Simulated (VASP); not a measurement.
Set up this calculation in VASP 6.6.1, as the native input.

- Task: single point
- Functional: PBE
- Potentials or basis: VASP PAW PBE potentials, release 64 (Bi_d, Te)
- Cutoff: 520 eV
- k mesh: 3 × 3 × 3
- Occupations: gaussian, width 0.2 eV
- Spin: no spin polarisation
- Dipole correction: no
- Further INCAR settings: ALGO = Fast; EDIFF = 1e-07; NBANDS = 57

The structure of Bi6Te lies in POSCAR:

```
Bi6Te
1.0
    6.6782631042      0.0000000000      0.0000000000
   -3.3391315521      5.7835455014      0.0000000000
    0.0000000000      0.0000000000      6.3573819906
Bi Te
6 1
Direct
    0.4307089979      0.0000000000      0.2327227680
    0.0000000000      0.4307089979      0.2327227680
    0.5692910021      0.5692910021      0.2327227680
    0.0000000000      0.5692910021      0.7672772320
    0.5692910021      0.0000000000      0.7672772320
    0.4307089979      0.4307089979      0.7672772320
    0.0000000000      0.0000000000      0.0000000000
```

The cell was built from a structure type or drawn by symmetry, and may not be a known phase.

One way to write it, as run:

INCAR

```
SYSTEM = Bi6Te
  ALGO = Fast
  EDIFF = 1E-7
  ENCUT = 520
  GGA = PE
  ISIF = 2
  ISMEAR = 0
  LASPH = .TRUE.
  LCHARG = .FALSE.
  LREAL = .FALSE.
  LWAVE = .FALSE.
  NBANDS = 57
  NELM = 80
  PREC = Accurate
  SIGMA = 0.2
```

KPOINTS

```
k-points
0
G
  3 3 3
  0 0 0
```

Potentials or basis: VASP PAW PBE potentials, release 64 (Bi_d, Te).

Launch:

```console
$ cat potpaw_PBE.64/Bi_d/POTCAR potpaw_PBE.64/Te/POTCAR > POTCAR
$ mpirun -np 1 vasp_std > vasp.out
```

Results of the run:

```
Pressure               : 0.0 GPa
Largest force          : 0.014 eV/Å
Band gap on the k mesh : zero (bands 48 and 49 overlap by 0.60 eV)
```

Caveat: the k points lie up to 0.36 Å⁻¹ apart, too coarse for converged energies and pressures of a metal; spin-orbit coupling is left out, which moves the levels of the heavy elements.

It took 3.9 min on 1 thread of Intel(R) Xeon(R) Platinum 8488C (Sapphire Rapids), on a shared host, peak memory 0.37 GiB.
